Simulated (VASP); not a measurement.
The system is LuIO.

```
CELL_PARAMETERS angstrom
3.85850 0.00000 0.00000
0.00000 3.85850 0.00000
0.00000 0.00000 9.18900
ATOMIC_POSITIONS crystal
Lu 0.00000 0.50000 0.38386
Lu 0.50000 0.00000 0.61614
I 0.50000 0.00000 0.17918
I 0.00000 0.50000 0.82082
O 0.00000 0.00000 0.50000
O 0.50000 0.50000 0.50000
```

- Program: VASP 6.6.1
- Task: relaxation of cell and atoms
- Functional: PBEsol
- Dispersion: D3(BJ)
- Potentials or basis: VASP PAW PBE potentials, release 64 (Lu, I, O)
- Cutoff: 600 eV
- k mesh: 6 × 6 × 4
- Occupations: gaussian, width 0.02 eV
- Spin: no spin polarisation

At the start: pressure -3.4 GPa; volume 22.80 Å³/atom.

Task: Where does the relaxation end?

Result: Over 41 steps the energy falls by 16.8 meV/atom and the volume is 20.95 Å³/atom (-8.1 %); space group P4/nmm (No. 129, to 0.1 Å) before and after.

Step by step:
```tsv
step	energy change (eV)	largest force (eV/Å)	pressure (GPa)	volume (Å³)
1	0.0000	0.1243	-3.41	136.81
3	-0.0579	0.4140	-0.14	131.72
5	-0.0726	0.1978	-0.17	129.87
7	-0.0854	0.2102	0.91	126.81
9	-0.0857	0.2156	1.29	125.84
11	-0.0918	0.1799	1.01	125.60
13	-0.0968	0.1586	-0.14	124.50
15	-0.0998	0.0692	0.21	125.06
17	-0.1009	0.0118	-0.08	126.03
19	-0.1009	0.0208	0.00	125.87
21	-0.1009	0.0195	-0.05	125.89
23	-0.1010	0.0145	0.03	125.79
25	-0.1010	0.0023	-0.04	125.87
27	-0.1010	0.0035	-0.03	125.85
29	-0.1010	0.0087	0.01	125.79
31	-0.1010	0.0077	-0.05	125.75
33	-0.1010	0.0088	-0.01	125.74
35	-0.1010	0.0078	-0.03	125.75
37	-0.1010	0.0092	-0.03	125.75
39	-0.1010	0.0043	-0.02	125.73
41	-0.1010	0.0008	0.00	125.72
```

Final structure:
```yaml
crystal:
  lattice:
    - [3.79761, 0.00000, 0.00000]
    - [0.00000, 3.79761, 0.00000]
    - [0.00000, 0.00000, 8.71759]
  atoms:
    - { symbol: Lu, position: [0.00000, 0.50000, 0.37665] }
    - { symbol: Lu, position: [0.50000, 0.00000, 0.62335] }
    - { symbol: I, position: [0.50000, 0.00000, 0.16707] }
    - { symbol: I, position: [0.00000, 0.50000, 0.83293] }
    - { symbol: O, position: [0.00000, 0.00000, 0.50000] }
    - { symbol: O, position: [0.50000, 0.50000, 0.50000] }
```

Caveat: the PAW data sets were made with another functional, which shifts forces and pressure a little.
